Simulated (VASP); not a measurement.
A run of VASP 6.6.1:

INCAR

```
PREC = Accurate ; ENCUT = 520
EDIFF = 1E-6 ; ISMEAR = -1
SIGMA = 0.15 ; LREAL = False
LASPH = True ; NELM = 80
ALGO = Normal ; ISIF = 2
LWAVE = False ; LCHARG = False
GGA = PS ; NBANDS = 13
```

Contents of KPOINTS:

```
Automatic mesh
0
Gamma
  8 8 8
```

File POSCAR:

```
SrMg
1.0
    2.0281031844      1.1709260972      5.4853516886
   -2.0281031844      1.1709260972      5.4853516886
    0.0000000000     -2.3418521944      5.4853516886
Sr Mg
1 1
Direct
    0.5000000000      0.5000000000      0.5000000000
    0.0000000000      0.0000000000      0.0000000000
```

Potentials or basis: VASP PAW PBE potentials, release 64 (Sr_sv, Mg).

Run with:

```bash
$ cat potpaw_PBE.64/Sr_sv/POTCAR potpaw_PBE.64/Mg/POTCAR > POTCAR
$ mpirun -np 1 vasp_std > vasp.out
```

Hardware: 1 thread of Intel Xeon 8259CL, on a shared host.

Problem. How long does it take, and how much memory?

Solution. Run time: 2.2 min on 1 thread of Intel Xeon 8259CL, on a shared host, peak memory 0.35 GiB. Counts: scf iterations 12, k points 65.
